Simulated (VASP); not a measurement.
KBr, 2 atoms in the cell. It takes space group F-43m (No. 216, cubic). Conventional cell: a = 7.226 Å, b = 7.226 Å, c = 7.226 Å, α = 90.00°, β = 90.00°, γ = 90.00°. Within 4.1 Å of K (site symmetry -43m) lie 4 Br at 3.13 Å. Br (site symmetry -43m) has 4 K at 3.13 Å within 4.1 Å. 

| Item | Value |
| --- | --- |
| Program | VASP 6.6.1 |
| Task | single point |
| Functional | r2SCAN |
| Potentials or basis | VASP PAW PBE potentials, release 64 (K_sv, Br) |
| Cutoff | 520 eV |
| k mesh | 6 × 6 × 6 |
| Occupations | gaussian, width 0.01 eV |
| Spin | no spin polarisation |
| Dipole correction | no |
| Further INCAR settings | ALGO = Normal; EDIFF = 1e-06; NBANDS = 15 |

Potentials or basis: VASP PAW PBE potentials, release 64 (K_sv, Br).

Launch:

```bash
$ cat potpaw_PBE.64/K_sv/POTCAR potpaw_PBE.64/Br/POTCAR > POTCAR
$ cp INCAR.step1 INCAR
$ mpirun -np 1 vasp_std > vasp.out
$ cp INCAR.step2 INCAR
$ mpirun -np 1 vasp_std > vasp.out
```

Hardware: 1 thread of Intel Xeon 8259CL, with other jobs on the host.

**Question.** How long does it take, and how much memory?

**Answer.** Run time: 3.1 min on 1 thread of Intel Xeon 8259CL, with other jobs on the host, peak memory 0.27 GiB. Counts: k points 16.
